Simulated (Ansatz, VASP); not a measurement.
# BaS in VASP and in Ansatz

File INCAR:

```
SYSTEM = BaS
PREC     = Accurate       ! precision mode
ENCUT    = 520            ! plane-wave cutoff, eV
EDIFF    = 1E-6           ! SCF threshold, eV
ISMEAR   = -1             ! smearing method
SIGMA    = 0.05           ! smearing width, eV
LREAL    = .FALSE.        ! projectors in reciprocal space
LASPH    = .TRUE.         ! aspherical terms in the spheres
NELM     = 80             ! most SCF steps
ALGO     = Normal         ! electronic algorithm
ISIF     = 2              ! what is computed and relaxed
LWAVE    = .FALSE.        ! write WAVECAR
LCHARG   = .FALSE.        ! write CHGCAR
GGA      = CA             ! functional
NBANDS   = 15             ! bands
```

The input KPOINTS:

```
Automatic mesh
0
G
  7 7 7
  0 0 0
```

File POSCAR:

```
BaS
1.0
    0.0000000000      3.2149012787      3.2149012787
    3.2149012787      0.0000000000      3.2149012787
    3.2149012787      3.2149012787      0.0000000000
Ba S
1 1
Direct
    0.0000000000      0.0000000000      0.0000000000
    0.5000000000      0.5000000000      0.5000000000
```

The input input.yaml:

```yaml
crystal:
  lattice:
    - [0.0, 3.2149012787, 3.2149012787]
    - [3.2149012787, 0.0, 3.2149012787]
    - [3.2149012787, 3.2149012787, 0.0]
  atoms:
    - { symbol: Ba, position: [0.0, 0.0, 0.0] }
    - { symbol: S, position: [0.5, 0.5, 0.5] }
hamiltonian:
  xc: lda
  pseudopotentials: { kind: paw }
kpoints:
  mp_grid: { grid: [7, 7, 7] }
scf:
  occupations: { method: fermi_dirac, width: 0.05 }
output:
  forces: true
  stress: true
  eigenvalues: true
```

Alike in both runs: task single point; functional LDA; k mesh 7 × 7 × 7; occupations fermi-dirac, width 0.05 eV; no spin polarisation.

```csv
,VASP,Ansatz
version,VASP 6.6.1,Ansatz 0.2.0
potentials or method,"VASP PAW LDA potentials, release 64 (Ba_sv, S)",Ansatz PAW
plane-wave cutoff (eV),520,420
valence electrons in the cell,16,16
```

```csv
,VASP,Ansatz,Ansatz less VASP
gap on the k mesh at the Fermi level (eV),2.00,2.09,+0.098
least direct gap on the mesh (eV),2.15,2.22,+0.069
pressure (GPa),-2.6,-3.2,-0.58
```

LDA's correlation is that of Perdew and Zunger in VASP and of Perdew and Wang (1992) in Ansatz.

Spin-orbit coupling is off throughout. Noted on Ansatz's run: odd divisions of the mesh miss points on the zone boundary, where band edges often lie, so the gap on the mesh can be too wide.
